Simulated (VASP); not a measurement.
## CuO: single point with PBE

CuO:

```
Cu O
1.0
     2.78377    0.00000    0.00000
     0.00000    2.78377    0.00000
     0.00000    0.00000    5.13941
Cu O
2 2
Direct
  0.00000 0.50000 0.00000
  0.50000 0.00000 0.50000
  0.00000 0.00000 0.25000
  0.00000 0.00000 0.75000
```

- Program: VASP 6.6.1
- Task: single point
- Functional: PBE
- Potentials or basis: VASP PAW PBE potentials, release 64 (Cu_sv_GW, O_h)
- Cutoff: 1340 eV
- k mesh: 8 × 8 × 6
- Occupations: fermi-dirac, width 0.05 eV
- Spin: no spin polarisation

- Pressure: 19.6 GPa
- Band gap on the k mesh: zero (bands 25 and 26 overlap by 1.18 eV)

Stress tensor (GPa, compression positive):
```
19.57  0.00  0.00
 0.00 19.57  0.00
 0.00  0.00 19.71
```

Levels at points of the mesh, in eV from the Fermi level:
| k point | band 21 | band 22 | band 23 | band 24 | band 25 | band 26 | band 27 | band 28 | band 29 | band 30 |
| --- | --- | --- | --- | --- | --- | --- | --- | --- | --- | --- |
| (0.00, 0.00, 0.00) | -2.73 | -2.66 | -2.57 | -2.36 | 0.68 | 0.68 | 1.66 | 6.30 | 7.55 | 14.27 |
| (0.50, 0.00, 0.00) | -2.45 | -2.19 | -1.75 | -1.68 | 0.24 | 0.42 | 3.14 | 6.32 | 6.93 | 11.52 |
| (0.50, 0.50, 0.00) | -2.55 | -2.55 | -1.66 | -1.26 | -1.26 | 1.30 | 1.91 | 7.00 | 10.35 | 10.35 |
| (0.00, 0.00, 0.50) | -2.62 | -2.62 | -1.70 | -1.70 | 0.04 | 0.04 | 3.77 | 3.77 | 11.67 | 11.67 |
| (0.50, 0.00, 0.50) | -2.72 | -2.67 | -2.21 | -1.99 | -0.05 | 0.69 | 4.03 | 6.17 | 8.54 | 9.76 |
| (0.50, 0.50, 0.50) | -2.31 | -2.31 | -1.51 | -1.51 | -0.42 | -0.42 | 3.83 | 3.83 | 11.60 | 11.60 |

It took 4.1 min on 1 thread of Intel(R) Xeon(R) Platinum 8559C (Emerald Rapids), on a shared host, peak memory 0.49 GiB.

Caveat: the cell stands under pressure; semilocal functionals often make such compounds metallic where correlation or magnetic order opens a gap, which also shifts bond lengths. With open d or f shells a metallic result of PBE can be an artefact of self-interaction; +U or a hybrid may open a gap.
